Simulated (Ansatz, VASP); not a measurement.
Two plane-wave programs on HPt6

```
Pt H
1.0
     5.61433    0.00000    0.00000
     0.00000    5.61433    0.00000
     0.00000    0.00000   21.85138
Pt H
12 2
Direct
  0.25000 0.25000 0.18305
  0.25000 0.75000 0.18305
  0.75000 0.25000 0.18305
  0.75000 0.75000 0.18305
  0.00000 0.00000 0.27121
  0.00000 0.50000 0.27121
  0.50000 0.00000 0.27121
  0.50000 0.50000 0.27121
  0.25000 0.25000 0.35931
  0.25000 0.75000 0.35931
  0.75000 0.25000 0.35931
  0.75000 0.75000 0.35931
  0.86686 0.00000 0.43848
  0.13314 0.00000 0.43848
```

Alike in both runs: task single point; functional PBE; k mesh 5 × 5 × 1; occupations gaussian, width 0.1 eV; no spin polarisation.

|  | VASP | Ansatz |
| --- | --- | --- |
| version | VASP 6.6.1 | Ansatz 0.2.0 |
| potentials or method | VASP PAW PBE potentials, release 64 (Pt, H), cutoff 520 eV | scalar-relativistic, plane waves, PAW |
| valence electrons in the cell | 122 | 218 |

Ansatz gave:

| Item | Value |
| --- | --- |
| gap on the k mesh at the Fermi level (eV) | none |
| rms of the force components (eV/Å) | 0.457 |
| work function, face that differs most (eV) | 5.49 |

Question: What did VASP give for the same quantities?

Answer: gap on the k mesh at the Fermi level (eV): none; rms of the force components (eV/Å): 0.453; work function, face that differs most (eV): 5.49.

Atom by atom the forces differ by 0.008 eV/Å (rms over components). A gap of «none» marks a metal or a gap that the smearing closes. VASP's potentials hold 122 valence electrons a cell and Ansatz's 218, so a difference there can come from the potentials and not from the codes.

Spin-orbit coupling is off throughout.
